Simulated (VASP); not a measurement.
# CdS in VASP: further runs

Runs on CdS. Level: PBE. Tasks: electric field gradients.

Everything below comes from runs of VASP 6.6.1. Logs are shortened: lines on timing, memory, paths and dates and some standing lists are left out, and cuts for length are marked.

**1. The cell of the first run**

It takes space group F-43m (No. 216, cubic). Conventional cell: a = 5.963 Å, b = 5.963 Å, c = 5.963 Å, α = 90.00°, β = 90.00°, γ = 90.00°. Within 3.4 Å of Cd (site symmetry -43m) lie 4 S at 2.58 Å. S (site symmetry -43m) has 4 Cd at 2.58 Å within 3.4 Å.

**2. Electric field gradients, PBE (volume scaled by 1.04)**

INCAR reads:

```
PREC = Accurate
ENCUT = 520
EDIFF = 1E-8
ISMEAR = -1
SIGMA = 0.02
LREAL = False
LASPH = True
NELM = 60
ALGO = Normal
ISIF = 2
LWAVE = False
LCHARG = False
GGA = PE
LEFG = True
NBANDS = 16
```

KPOINTS reads:

```
Automatic mesh
0
Gamma
  7 7 7
```

POSCAR reads:

```
CdS
1.0
    0.0000000000      2.9816809780      2.9816809780
    2.9816809780      0.0000000000      2.9816809780
    2.9816809780      2.9816809780      0.0000000000
Cd S
1 1
Direct
    0.0000000000      0.0000000000      0.0000000000
    0.7500000000      0.7500000000      0.7500000000
```

Potentials or basis: VASP PAW PBE potentials, release 64 (Cd, S).

Run with:

```
$ cat potpaw_PBE.64/Cd/POTCAR potpaw_PBE.64/S/POTCAR > POTCAR
$ mpirun -np 1 vasp_std > vasp.out
```

OUTCAR:

```text
PREC = Accurate
   ENCUT = 520
   EDIFF = 1E-8
   ISMEAR = -1
   LREAL = False
   LASPH = True
   NELM = 60
   ISIF = 2
   GGA = PE

 ion  position               nearest neighbor table
   1  0.000  0.000  0.000-   2 2.58   2 2.58   2 2.58   2 2.58
   2  0.750  0.750  0.750-   1 2.58   1 2.58   1 2.58   1 2.58

  LATTYP: Found a face centered cubic cell.
 ALAT       =     5.9633619560

  Lattice vectors:

 A1 = (   0.0000000000,   2.9816809780,   2.9816809780)
 A2 = (   2.9816809780,   0.0000000000,   2.9816809780)
 A3 = (   2.9816809780,   2.9816809780,   0.0000000000)

Analysis of symmetry for initial positions (statically):
=====================================================================
 Subroutine PRICEL returns:
 Original cell was already a primitive cell.

 Routine SETGRP: Setting up the symmetry group for a
 face centered cubic supercell.

 Subroutine GETGRP returns: Found 24 space group operations
 (whereof 24 operations were pure point group operations)
 out of a pool of 48 trial point group operations.

The static configuration has the point symmetry T_d .

Analysis of symmetry for dynamics (positions and initial velocities):
=====================================================================
 Subroutine PRICEL returns:
 Original cell was already a primitive cell.

 Routine SETGRP: Setting up the symmetry group for a
 face centered cubic supercell.

 Subroutine GETGRP returns: Found 24 space group operations
 (whereof 24 operations were pure point group operations)
 out of a pool of 48 trial point group operations.

The dynamic configuration has the point symmetry T_d .

 Subroutine INISYM returns: Found 24 space group operations
 (whereof 24 operations are pure point group operations),
 and found     1 'primitive' translations

----------------------------------------------------------------------------------------

                                     Primitive cell

  volume of cell :      53.0168

  direct lattice vectors                    reciprocal lattice vectors
     0.000000000  2.981680978  2.981680978    -0.167690643  0.167690643  0.167690643
[... 116 lines left out ...]
   NGX = 15   NGY = 15   NGZ = 15

 number of electron      17.9999996 magnetization

 Free energy of the ion-electron system (eV)
  ---------------------------------------------------
  ext. energy  EPLUGINS =         0.00000000
  ---------------------------------------------------
  free energy    TOTEN  =        -6.14557790 eV

  energy without entropy =       -6.14557790  energy(sigma->0) =       -6.14557790

 E-fermi :   1.2321     XC(G=0):  -8.8426

 val. band max:        0.7711441449   @ k =   0.0000   0.0000   0.0000
 cond. band min:       1.7723926202   @ k =   0.0000   0.0000   0.0000
 fundamental gap:      1.0012484753
 Fermi energy:         1.2321022025

 k-point     1 :       0.0000    0.0000    0.0000
  band No.  band energies     occupation
      1     -11.2147      2.00000
      2      -6.7433      2.00000
      3      -6.7433      2.00000
      4      -6.7433      2.00000
      5      -6.3488      2.00000
      6      -6.3488      2.00000
[... 357 lines left out ...]
      3      -6.5272      2.00000
      4      -6.3887      2.00000
      5      -6.3321      2.00000
      6      -5.8400      2.00000
[... 8 lines left out ...]
     15      12.8992      0.00000
     16      14.4625      0.00000

------------------------ aborting loop because EDIFF is reached ----------------------------------------

  FORCE on cell =-STRESS in cart. coord.  units (eV):
  Direction    XX          YY          ZZ          XY          YZ          ZX
  --------------------------------------------------------------------------------------
  -------------------------------------------------------------------------------------
  Total       -0.2249393     -0.2249393     -0.2249393     -0.0000000      0.0000000      0.0000000
  in kB       -6.7977072     -6.7977072     -6.7977072     -0.0000000      0.0000000      0.0000000
  external PRESSURE =      -6.7977072 kB  Pullay stress =       0.0000000 kB

 VOLUME and BASIS-vectors are now :
 -----------------------------------------------------------------------------
  energy-cutoff  :      520.00
  volume of cell :       53.02
      direct lattice vectors                 reciprocal lattice vectors
     0.000000000  2.981680978  2.981680978    -0.167690643  0.167690643  0.167690643
     2.981680978  0.000000000  2.981680978     0.167690643 -0.167690643  0.167690643
     2.981680978  2.981680978  0.000000000     0.167690643  0.167690643 -0.167690643

 POSITION                                       TOTAL-FORCE (eV/Angst)
 -----------------------------------------------------------------------------------
      0.00000      0.00000      0.00000        -0.000000     -0.000000     -0.000000
      4.47252      4.47252      4.47252         0.000000      0.000000      0.000000
 -----------------------------------------------------------------------------------
    total drift:                                0.000000      0.000000      0.000000

  FREE ENERGIE OF THE ION-ELECTRON SYSTEM (eV)
  ---------------------------------------------------
  free  energy   TOTEN  =        -6.1455779023 eV

  energy  without entropy=       -6.1455779023  energy(sigma->0) =       -6.14557790

 Electric field gradients (V/A^2)
---------------------------------------------------------------------
 ion       V_xx      V_yy      V_zz      V_xy      V_xz      V_yz
---------------------------------------------------------------------
   1       0.000    -0.000    -0.000     0.001     0.001     0.001
   2      -0.000    -0.000    -0.000    -0.000    -0.000    -0.000
---------------------------------------------------------------------

 Electric field gradients after diagonalization (V/A^2)
 (convention: |V_zz| > |V_xx| > |V_yy|)
----------------------------------------------------------------------
 ion       V_xx      V_yy      V_zz     asymmetry (V_yy - V_xx)/ V_zz
----------------------------------------------------------------------
   1      -0.001    -0.001     0.001       0.000
   2       0.000     0.000    -0.001       0.000
----------------------------------------------------------------------

           NMR quadrupolar parameters

 Cq : quadrupolar parameter    Cq=e*Q*V_zz/h
 eta: asymmetry parameters     (V_yy - V_xx)/ V_zz
 Q  : nuclear electric quadrupole moment in mb (millibarn)
----------------------------------------------------------------------
 ion       Cq(MHz)       eta       Q (mb)
----------------------------------------------------------------------
   1       0.000       0.000       1.000
   2      -0.000       0.000       1.000
----------------------------------------------------------------------
```

Wall time 23 s (1 thread of Intel Xeon Platinum 8259CL at 2.50GHz (Skylake/Cascade Lake), shared host); peak memory 0.18 GiB.

Results:

- Free energy: -6.1456 eV
- Pressure: -0.7 GPa
- Band gap on the k mesh: 1.00 eV, direct

Levels at points of the mesh, in eV from the valence-band top:
| k point | band 6 | band 7 | band 8 | band 9 | band 10 | band 11 | band 12 | band 13 |
| --- | --- | --- | --- | --- | --- | --- | --- | --- |
| (0.00, 0.00, 0.00) | -7.12 | 0.00 | 0.00 | 0.00 | 1.00 | 6.55 | 6.55 | 6.55 |

Caveat: without QUAD_EFG the Cq values of the log hold for a quadrupole moment of 1 mb, not for the nuclei.

**3. Electric field gradients, PBE (volume scaled by 1.04)**

INCAR reads:

```
SYSTEM = CdS
ALGO = Normal
EDIFF = 1E-8
ENCUT = 520
GGA = PE
ISIF = 2
ISMEAR = -1
LASPH = .True.
LCHARG = .False.
LEFG = .True.
LREAL = .False.
LWAVE = .False.
NBANDS = 16
NELM = 80
PREC = Accurate
SIGMA = 0.02
```

KPOINTS reads:

```
k-points
0
Gamma
  7 7 7
  0 0 0
```

POSCAR is that of step 2.

Potentials or basis: VASP PAW PBE potentials, release 64 (Cd, S).

Run with:

```
$ cat potpaw_PBE.64/Cd/POTCAR potpaw_PBE.64/S/POTCAR > POTCAR
$ mpirun -np 1 vasp_std > vasp.out
```

OUTCAR:

```text
SYSTEM = CdS
   EDIFF = 1E-8
   ENCUT = 520
   GGA = PE
   ISIF = 2
   ISMEAR = -1
   LASPH = .True.
   LREAL = .False.
   NELM = 80
   PREC = Accurate

 ion  position               nearest neighbor table
   1  0.000  0.000  0.000-   2 2.58   2 2.58   2 2.58   2 2.58
   2  0.750  0.750  0.750-   1 2.58   1 2.58   1 2.58   1 2.58

  LATTYP: Found a face centered cubic cell.
 ALAT       =     5.9633619560

  Lattice vectors:

 A1 = (   0.0000000000,   2.9816809780,   2.9816809780)
 A2 = (   2.9816809780,   0.0000000000,   2.9816809780)
 A3 = (   2.9816809780,   2.9816809780,   0.0000000000)

Analysis of symmetry for initial positions (statically):
=====================================================================
 Subroutine PRICEL returns:
 Original cell was already a primitive cell.

 Routine SETGRP: Setting up the symmetry group for a
 face centered cubic supercell.

 Subroutine GETGRP returns: Found 24 space group operations
[... 559 lines left out ...]
  volume of cell :       53.02
      direct lattice vectors                 reciprocal lattice vectors
     0.000000000  2.981680978  2.981680978    -0.167690643  0.167690643  0.167690643
     2.981680978  0.000000000  2.981680978     0.167690643 -0.167690643  0.167690643
     2.981680978  2.981680978  0.000000000     0.167690643  0.167690643 -0.167690643

 POSITION                                       TOTAL-FORCE (eV/Angst)
 -----------------------------------------------------------------------------------
      0.00000      0.00000      0.00000        -0.000000     -0.000000     -0.000000
      4.47252      4.47252      4.47252         0.000000      0.000000      0.000000
 -----------------------------------------------------------------------------------
    total drift:                                0.000000      0.000000      0.000000

  FREE ENERGIE OF THE ION-ELECTRON SYSTEM (eV)
  ---------------------------------------------------
  free  energy   TOTEN  =        -6.1455779023 eV

  energy  without entropy=       -6.1455779023  energy(sigma->0) =       -6.14557790

 Electric field gradients (V/A^2)
---------------------------------------------------------------------
 ion       V_xx      V_yy      V_zz      V_xy      V_xz      V_yz
---------------------------------------------------------------------
   1       0.000    -0.000    -0.000     0.001     0.001     0.001
   2      -0.000    -0.000    -0.000    -0.000    -0.000    -0.000
---------------------------------------------------------------------

 Electric field gradients after diagonalization (V/A^2)
 (convention: |V_zz| > |V_xx| > |V_yy|)
----------------------------------------------------------------------
 ion       V_xx      V_yy      V_zz     asymmetry (V_yy - V_xx)/ V_zz
----------------------------------------------------------------------
   1      -0.001    -0.001     0.001       0.000
   2       0.000     0.000    -0.001       0.000
----------------------------------------------------------------------

           NMR quadrupolar parameters

 Cq : quadrupolar parameter    Cq=e*Q*V_zz/h
 eta: asymmetry parameters     (V_yy - V_xx)/ V_zz
 Q  : nuclear electric quadrupole moment in mb (millibarn)
----------------------------------------------------------------------
 ion       Cq(MHz)       eta       Q (mb)
----------------------------------------------------------------------
   1       0.000       0.000       1.000
   2      -0.000       0.000       1.000
----------------------------------------------------------------------
```

OSZICAR:

```text
N       E                     dE             d eps       ncg     rms          rms(c)
DAV:   1     0.108307147537E+03    0.10831E+03   -0.88886E+03   656   0.102E+03
DAV:   2    -0.231292861972E+01   -0.11062E+03   -0.10469E+03   768   0.253E+02
DAV:   3    -0.667621429626E+01   -0.43633E+01   -0.43540E+01   816   0.520E+01
DAV:   4    -0.670325601609E+01   -0.27042E-01   -0.27040E-01   792   0.398E+00
DAV:   5    -0.670363315379E+01   -0.37714E-03   -0.37714E-03   840   0.444E-01    0.704E+00
DAV:   6    -0.616240111423E+01    0.54123E+00   -0.87726E-01   976   0.111E+01    0.582E+00
DAV:   7    -0.614520358168E+01    0.17198E-01   -0.17937E-01   784   0.290E+00    0.292E+00
DAV:   8    -0.614535469946E+01   -0.15112E-03   -0.15427E-02   760   0.152E+00    0.260E-01
DAV:   9    -0.614533507125E+01    0.19628E-04   -0.17121E-03   760   0.569E-01    0.656E-02
DAV:  10    -0.614549343710E+01   -0.15837E-03   -0.23636E-04   808   0.138E-01    0.738E-02
DAV:  11    -0.614558355082E+01   -0.90114E-04   -0.14968E-04   808   0.869E-02    0.292E-02
DAV:  12    -0.614557695065E+01    0.66002E-05   -0.19090E-05   776   0.509E-02    0.839E-03
DAV:  13    -0.614557787047E+01   -0.91983E-06   -0.24073E-06   784   0.940E-03    0.550E-03
DAV:  14    -0.614557790830E+01   -0.37825E-07   -0.28591E-07   848   0.348E-03    0.386E-03
DAV:  15    -0.614557790234E+01    0.59611E-08   -0.93987E-09   712   0.540E-04
   1 F= -.61455779E+01 E0= -.61455779E+01  d E =-.835230E-12
```

Wall time 18 s (1 thread of Intel Xeon Platinum 8259CL at 2.50GHz (Skylake/Cascade Lake), shared host); peak memory 0.17 GiB.

Results:

- Free energy: -6.1456 eV
- Pressure: -0.7 GPa
- Band gap on the k mesh: 1.00 eV, direct

Levels at points of the mesh, in eV from the valence-band top:
```tsv
k point	band 5	band 6	band 7	band 8	band 9	band 10	band 11	band 12	band 13	band 14
(0.00, 0.00, 0.00)	-7.12	-7.12	0.00	0.00	0.00	1.00	6.55	6.55	6.55	11.07
```

Caveat: without QUAD_EFG the Cq values of the log hold for a quadrupole moment of 1 mb, not for the nuclei.

(Continued in part 2 of 2.)
